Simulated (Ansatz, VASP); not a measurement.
**Two plane-wave programs on BaTe**

```
Ba Te
1.0
     0.00000    3.75485    3.91416
     3.75485    0.00000    3.91416
     3.75485    3.75485    0.00000
Ba Te
1 1
Direct
  0.00000 0.00000 0.00000
  0.25000 0.25000 0.25000
```

Change from the starting cell: biaxial_xy strain -4.1%.

Alike in both runs: task single point; functional r2SCAN; k mesh 6 × 6 × 6; no spin polarisation.

```csv
,VASP,Ansatz
version,VASP 6.6.1,Ansatz 0.2.0
potentials or method,"VASP PAW PBE potentials, release 64 (Ba_sv, Te)","plane waves, PAW"
plane-wave cutoff (eV),520,500
occupations,"gaussian, width 0.01 eV",fixed
valence electrons in the cell,16,26
```

|  | VASP | Ansatz | Ansatz less VASP |
| --- | --- | --- | --- |
| gap on the k mesh at the Fermi level (eV) | 3.02 | 3.01 | -0.014 |
| pressure (GPa) | 2.1 | 1.9 | -0.28 |
| traceless stress, the component that is largest in VASP (GPa) | 0.05 | 0.04 | -0.010 |

VASP's potentials were made for PBE, not for r2SCAN. VASP's potentials hold 16 valence electrons a cell and Ansatz's 26, so a difference there can come from the potentials and not from the codes.

Spin-orbit coupling is off throughout.
